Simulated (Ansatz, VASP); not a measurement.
GaN: VASP beside Ansatz

Contents of POSCAR:

```
GaN
1.0
    0.0000000000      2.1085153689      2.1085153689
    2.1085153689      0.0000000000      2.1085153689
    2.1085153689      2.1085153689      0.0000000000
Ga N
1 1
Direct
    0.5000000000      0.5000000000      0.5000000000
    0.0000000000      0.0000000000      0.0000000000
```

Contents of INCAR.step1:

```
SYSTEM = GaN
PREC = Accurate
ENCUT = 520
EDIFF = 1E-5
ISMEAR = 0
SIGMA = 0.01
LREAL = .FALSE.
LASPH = .TRUE.
NELM = 60
ALGO = Normal
ISIF = 2
LWAVE = .TRUE.
GGA = PE
NBANDS = 16
```

File INCAR.step2:

```
SYSTEM = GaN
PREC = Accurate
ENCUT = 520
EDIFF = 1E-7
ISMEAR = 0
SIGMA = 0.01
LREAL = .FALSE.
LASPH = .TRUE.
NELM = 60
ALGO = Normal
ISIF = 2
LWAVE = .FALSE.
LCHARG = .TRUE.
GGA = PE
LHFCALC = .TRUE.
AEXX = 0.35
HFSCREEN = 0.1
PRECFOCK = Normal
LELF = .TRUE.
LVHAR = .TRUE.
ISTART = 1
NBANDS = 16
```

File KPOINTS:

```
Automatic mesh
0
G
  6 6 6
  0 0 0
```

Input for Ansatz:

```yaml
crystal:
  lattice:
    - [0.0, 2.1085153689, 2.1085153689]
    - [2.1085153689, 0.0, 2.1085153689]
    - [2.1085153689, 2.1085153689, 0.0]
  atoms:
    - { symbol: Ga, position: [0.5, 0.5, 0.5] }
    - { symbol: "N", position: [0.0, 0.0, 0.0] }
kpoints:
  mp_grid: { grid: [6, 6, 6] }
hamiltonian:
  xc: { exchange: pbe, correlation: pbe, exx: { coeff: 0.35, omega: 0.1 } }
scf:
  occupations: { method: fixed }
  n_extra_bands: 4
output:
  forces: true
  stress: true
  eigenvalues: true
```

Alike in both runs: task single point; functional PBE-based screened hybrid; k mesh 6 × 6 × 6; no spin polarisation.

|  | VASP | Ansatz |
| --- | --- | --- |
| version | VASP 6.6.1 | Ansatz 0.2.0 |
| potentials or method | VASP PAW PBE potentials, release 64 (Ga_d, N) | plane waves |
| plane-wave cutoff (eV) | 520 | 420 |
| occupations | gaussian, width 0.01 eV | fixed |
| valence electrons in the cell | 18 | 18 |

Ansatz gave:

```
gap on the k mesh at the Fermi level (eV) : 2.93
pressure (GPa)                            : -5.6
```

Q: Estimate VASP's values.

A: gap on the k mesh at the Fermi level (eV): 2.94; pressure (GPa): -4.7.

VASP's potentials were made for PBE, not for PBE-based screened hybrid. Ansatz's warnings: stress exchange threshold loose, stress scf threshold loose.

The k mesh is coarse, so the values compare programs but aren't converged.
